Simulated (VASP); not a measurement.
Here is a VASP 6.6.1 calculation.

File INCAR:

```
  PREC = Accurate
  ENCUT = 1340
  EDIFF = 1E-6
  ISMEAR = 0
  SIGMA = 0.05
  LREAL = False
  LASPH = True
  NELM = 120
  ALGO = Normal
  ISIF = 2
  LWAVE = False
  LCHARG = False
  GGA = PE
  NBANDS = 28
  GGA_COMPAT = False
```

File KPOINTS:

```
Automatic mesh
0
Gamma
  6 6 6
```

File POSCAR:

```
BaTiO3
1.0
    2.8168840550      1.6263287674      2.4342033471
   -2.8168840550      1.6263287674      2.4342033471
    0.0000000000     -3.2526575348      2.4342033471
Ba Ti O
1 1 3
Direct
    0.0049545205      0.0049545205      0.0049545205
    0.5191875227      0.5191875227      0.5191875227
    0.4883938465      0.4883938465      0.9777702638
    0.4883938465      0.9777702638      0.4883938465
    0.9777702638      0.4883938465      0.4883938465
```

Potentials or basis: VASP PAW PBE potentials, release 64 (Ba_sv, Ti_sv, O_h).

The run is started by

```sh
$ cat potpaw_PBE.64/Ba_sv/POTCAR potpaw_PBE.64/Ti_sv/POTCAR potpaw_PBE.64/O_h/POTCAR > POTCAR
$ mpirun -np 1 vasp_std > vasp.out
```

What does it give for the largest force?

0.143 eV/Å.

What does it give for the band gap on the k mesh?

2.59 eV (least direct gap 3.02 eV).

Stress tensor (GPa, compression positive):
```
 5.42  0.00  0.00
 0.00  5.42  0.00
 0.00  0.00 -4.71
```

Caveat: the stress differs along the axes, from -5 to 5 GPa; spin-orbit coupling is left out, which moves the levels of the heavy elements. A k mesh can miss the band edges.
